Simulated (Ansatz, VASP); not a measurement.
# Y3AlN4: VASP beside Ansatz

```xyz
8
Lattice="4.7822 0.0000 0.0000 0.0000 4.7822 0.0000 0.0000 0.0000 4.7822" Properties=species:S:1:pos:R:3 pbc="T T T"
Y     2.3911    0.0000    2.3911
Y     2.3911    2.3911    0.0000
Y     0.0000    2.3911    2.3911
Al    0.0000    0.0000    0.0000
N     0.0000    2.3911    0.0000
N     2.3911    2.3911    2.3911
N     0.0000    0.0000    2.3911
N     2.3911    0.0000    0.0000
```

Alike in both runs: functional PBE; k mesh 4 × 4 × 4; occupations gaussian, width 0.1 eV; no spin polarisation.

Ansatz relaxed the structure, and its values are those at the end. VASP's run is a single point on that final structure, the one shown.

|  | VASP | Ansatz |
| --- | --- | --- |
| version | VASP 6.6.1 | Ansatz 0.2.0 |
| potentials or method | VASP PAW PBE potentials, release 64 (Y_sv, Al, N), cutoff 520 eV | scalar-relativistic, plane waves, PAW |
| valence electrons in the cell | 56 | 56 |

|  | VASP | Ansatz | Ansatz less VASP |
| --- | --- | --- | --- |
| gap on the k mesh at the Fermi level (eV) | none | none | - |
| pressure (GPa) | -0.2 | 0.0 | +0.18 |

A gap of «none» marks a metal or a gap that the smearing closes. With one functional, cell and mesh, what is left measures potentials, basis and numerics.
